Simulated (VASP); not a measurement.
Si5Ge:

```xyz
6
Lattice="5.0342 0.0000 0.0000 -2.5171 4.3597 0.0000 0.0000 0.0000 4.1598" Properties=species:S:1:pos:R:3 pbc="T T T"
Si    0.0000    2.9065    0.0000
Si    2.5171    1.4532    0.0000
Si    2.5171    0.0000    2.0799
Si    1.2585    2.1799    2.0799
Si   -1.2585    2.1799    2.0799
Ge    0.0000    0.0000    0.0000
```

The cell was built from a structure type or drawn by symmetry, and may not be a known phase.

* Program: VASP 6.6.1
* Task: relaxation of cell and atoms
* Functional: PBE
* Potentials or basis: VASP PAW PBE potentials, release 64 (Si, Ge_d)
* Cutoff: 600 eV
* k mesh: 6 × 6 × 4
* Occupations: gaussian, width 0.1 eV
* Spin: no spin polarisation

At the start: pressure 6.6 GPa; volume 15.22 Å³/atom.

Where does the relaxation end?

Over 9 steps the energy falls by 69.4 meV/atom and the volume is 16.44 Å³/atom (+8.0 %); space group P6/mmm (No. 191, to 0.1 Å) before and after.

The path:
```csv
step,energy change (eV),largest force (eV/Å),pressure (GPa),volume (Å³)
1,0.0000,0.0000,6.58,91.30
2,-0.2343,0.0000,-1.25,99.74
3,-0.2343,0.0000,-1.11,99.72
4,-0.2990,0.0000,-0.14,98.57
5,-0.3881,0.0000,2.43,95.83
6,-0.3999,0.0000,2.20,96.21
7,-0.4004,0.0000,2.04,96.29
8,-0.4103,0.0000,1.32,97.19
9,-0.4163,0.0000,0.08,98.62
```

Final structure:
```
CELL_PARAMETERS angstrom
4.95497 0.00000 0.00000
-2.47749 4.29113 0.00000
0.00000 0.00000 4.63835
ATOMIC_POSITIONS crystal
Si 0.33333 0.66667 0.00000
Si 0.66667 0.33333 0.00000
Si 0.50000 0.00000 0.50000
Si 0.50000 0.50000 0.50000
Si 0.00000 0.50000 0.50000
Ge 0.00000 0.00000 0.00000
```

Caveat: the k points lie up to 0.34 Å⁻¹ apart in the final cell, too coarse for converged energies and pressures of a metal.
